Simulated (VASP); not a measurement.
Set up this calculation in VASP 6.6.1, as the native input.

```
Task                   : single point
Functional             : PBE
Potentials or basis    : VASP PAW PBE potentials, release 64 (Nb_sv, As)
Cutoff                 : 500 eV
k mesh                 : 3 × 3 × 4
Occupations            : gaussian, width 0.2 eV
Spin                   : no spin polarisation
Dipole correction      : no
Further INCAR settings : ALGO = Normal; EDIFF = 1e-06; NBANDS = 36
```

The structure of NbAs lies in POSCAR:

```
NbAs
1.0
    4.9138860331      0.0000000000      0.0000000000
    0.0000000000      4.9138860331      0.0000000000
    0.0000000000      0.0000000000      5.2294943184
Nb As
3 3
Direct
    0.5000000000      0.0000000000      0.0288037421
    0.0000000000      0.5000000000      0.0288037421
    0.0000000000      0.0000000000      0.3446585612
    0.5000000000      0.0000000000      0.5222369616
    0.0000000000      0.5000000000      0.5222369616
    0.5000000000      0.5000000000     -0.1011717686
```

The input as run:

INCAR

```
SYSTEM = NbAs
PREC = Accurate ; ENCUT = 500
EDIFF = 1E-6 ; ISMEAR = 0
SIGMA = 0.2 ; LREAL = .FALSE.
LASPH = .TRUE. ; NELM = 120
ALGO = Normal ; ISIF = 2
LWAVE = .FALSE. ; LCHARG = .FALSE.
GGA = PE ; NBANDS = 36
GGA_COMPAT = .FALSE.
```

KPOINTS

```
regular mesh
0
G
  3 3 4
  0 0 0
```

Potentials or basis: VASP PAW PBE potentials, release 64 (Nb_sv, As).

Launch:

```sh
$ cat potpaw_PBE.64/Nb_sv/POTCAR potpaw_PBE.64/As/POTCAR > POTCAR
$ mpirun -np 1 vasp_std > vasp.out
```

Results of the run:

```yaml
Pressure: 0.3 GPa
Largest_force: 0.055 eV/Å
Band_gap_on_the_k_mesh: zero (band 27 reaches 7.84 eV, above the bottom of band 28 at 7.11 eV)
```

Caveat: the k points lie up to 0.43 Å⁻¹ apart.

Run time: 41 s on 1 thread of Intel Xeon 6975P-C, on a shared host, peak memory 0.21 GiB.
